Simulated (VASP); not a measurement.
Write the native input for VASP 6.6.1 that does the following.

```yaml
Task: single point
Functional: PBE
Potentials_or_basis: VASP PAW PBE potentials, release 64 (N_h, W_sv)
Cutoff: 910 eV
k_mesh: 5 × 5 × 5
Occupations: fermi-dirac, width 0.1 eV
Spin: collinear spin
Starting_moments: "[0.0, 0.0, 0.0, 0.0, 0.2, 0.2, 0.2] μB"
Dipole_correction: no
Further_INCAR_settings: ALGO = Normal; EDIFF = 1e-06; NBANDS = 44
```

The structure of W3N4 lies in POSCAR:

```
W3N4
1.0
    4.1220000000      0.0000000000      0.0000000000
    0.0000000000      4.1220000000      0.0000000000
    0.0000000000      0.0000000000      4.1220000000
N W
4 3
Direct
    0.5000000000      0.5000000000      0.5000000000
    0.5000000000      0.0000000000      0.0000000000
    0.0000000000      0.5000000000      0.0000000000
    0.0000000000      0.0000000000      0.5000000000
    0.5000000000      0.5000000000      0.0000000000
    0.0000000000      0.5000000000      0.5000000000
    0.5000000000      0.0000000000      0.5000000000
```

The input as run:

INCAR

```
PREC = Accurate
ENCUT = 910
EDIFF = 1E-6
ISMEAR = -1
SIGMA = 0.1
LREAL = False
LASPH = True
NELM = 200
ALGO = Normal
ISIF = 2
LWAVE = False
LCHARG = False
ISPIN = 2
MAGMOM = 0 0 0 0 0.2 0.2 0.2
LORBIT = 11
LMAXMIX = 4
GGA = PE
NBANDS = 44
GGA_COMPAT = False
```

KPOINTS

```
regular mesh
0
Gamma
  5 5 5
```

Potentials or basis: VASP PAW PBE potentials, release 64 (N_h, W_sv).

Launch:

```sh
$ cat potpaw_PBE.64/N_h/POTCAR potpaw_PBE.64/W_sv/POTCAR > POTCAR
$ mpirun -np 1 vasp_std > vasp.out
```

It gave:

```yaml
Pressure: 28.2 GPa
Band_gap_on_the_k_mesh: zero (filled and empty bands overlap)
Net_moment: 0.00 μB per cell
Valence_electrons_inside_the_program's_atomic_spheres: N 2.30, 2.24 (each value once); W 12.20
```

Caveat: the cutoff is under 1.25 times the usual one of these potentials, so pressure, stress and relaxed cells hold a basis-set (Pulay) error; the cell stands under pressure; spin-orbit coupling is left out, which moves the levels of the heavy elements.

Run time: 2.1 min on 1 thread of AMD EPYC 7R43 64-Core Processor (Zen 3), on a shared host, peak memory 0.33 GiB.
